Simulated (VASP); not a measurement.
**BaTiO3: single point with PBEsol**

The system is BaTiO3.

```
Ba Ti O
1.0
     3.70212    0.00000    0.00000
     0.00000    2.61783    2.61783
     0.00000   -2.61783    2.61783
Ba Ti O
1 1 3
Direct
  0.00000 0.99938 0.99938
  0.50000 0.49939 0.49939
  0.00000 0.49937 0.49937
  0.50000 0.49937 0.99937
  0.50000 0.99937 0.49937
```

- Program: VASP 6.6.1
- Task: single point
- Functional: PBEsol
- Potentials or basis: VASP PAW PBE potentials, release 64 (Ba_sv, Ti_sv, O)
- Cutoff: 520 eV
- k mesh: 8 × 8 × 8
- Occupations: gaussian, width 0.05 eV
- Spin: no spin polarisation

| Property | Result |
| --- | --- |
| Pressure | 64.6 GPa |
| Band gap on the k mesh | 1.89 eV |

Levels at points of the mesh, in eV from the valence-band top:
```
           k point  band 16  band 17  band 18  band 19  band 20  band 21  band 22  band 23  band 24  band 25
(0.00, 0.00, 0.00)    -1.75    -1.75     0.00     0.00     0.00     1.89     1.89     1.89     4.78     4.78
(0.50, 0.00, 0.00)    -2.41    -2.25    -2.25    -0.79    -0.79     2.19     4.58     4.58     5.60     7.79
(0.00, 0.50, 0.00)    -2.41    -2.25    -2.25    -0.79    -0.79     2.19     4.58     4.58     5.60     7.79
(0.50, 0.50, 0.00)    -3.92    -1.67    -0.78    -0.78    -0.34     4.60     4.60     5.07     6.83     9.07
(0.00, 0.50, 0.50)    -3.92    -1.67    -0.78    -0.78    -0.34     4.60     4.60     5.07     6.83     9.07
(0.50, 0.50, 0.50)    -2.24    -2.24    -0.20    -0.20    -0.20     5.61     5.61     5.61     7.59     7.59
```

It took 120 s on 1 thread of Intel(R) Xeon(R) Platinum 8488C (Sapphire Rapids), on a shared host, peak memory 0.27 GiB.

Caveat: the cell stands under pressure; the PAW data sets were made with another functional, which shifts forces and pressure a little; spin-orbit coupling is left out, which moves the levels of the heavy elements. PBEsol gaps usually lie below the measured ones, often by a third to a half.
